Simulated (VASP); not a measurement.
Wanted: the native input for a VASP 6.6.1 run.

| Item | Value |
| --- | --- |
| Task | single point |
| Functional | PBE |
| Potentials or basis | VASP PAW PBE potentials, release 64 (Te, Sn_d) |
| Cutoff | 520 eV |
| k mesh | 7 × 7 × 7 |
| Occupations | gaussian, width 0.029 eV |
| Spin | no spin polarisation |
| Dipole correction | no |
| Further INCAR settings | ALGO = Normal; EDIFF = 1e-06; NBANDS = 17 |

The structure of SnTe lies in POSCAR:

```
SnTe
1.0
    0.0000000000      3.1508500000      3.1508500000
    3.1508500000      0.0000000000      3.1508500000
    3.1508500000      3.1508500000      0.0000000000
Te Sn
1 1
Direct
    0.5000000000      0.5000000000      0.5000000000
    0.0000000000      0.0000000000      0.0000000000
```

These files were run (other wordings do the same):

INCAR

```
SYSTEM = SnTe
PREC = Accurate
ENCUT = 520
EDIFF = 1E-6
ISMEAR = 0
SIGMA = 0.028999999999999998
LREAL = .False.
LASPH = .True.
NELM = 60
ALGO = Normal
ISIF = 2
LWAVE = .False.
LCHARG = .False.
GGA = PE
NBANDS = 17
```

KPOINTS

```
regular mesh
0
Gamma
  7 7 7
  0 0 0
```

Potentials or basis: VASP PAW PBE potentials, release 64 (Te, Sn_d).

Run with:

```console
$ cat potpaw_PBE.64/Te/POTCAR potpaw_PBE.64/Sn_d/POTCAR > POTCAR
$ mpirun -np 1 vasp_std > vasp.out
```

Results of the run:

- Pressure: 2.2 GPa

Wall time 38 s on 1 thread of AMD EPYC 7R43 64-Core Processor (Zen 3), on a shared host, peak memory 0.17 GiB.
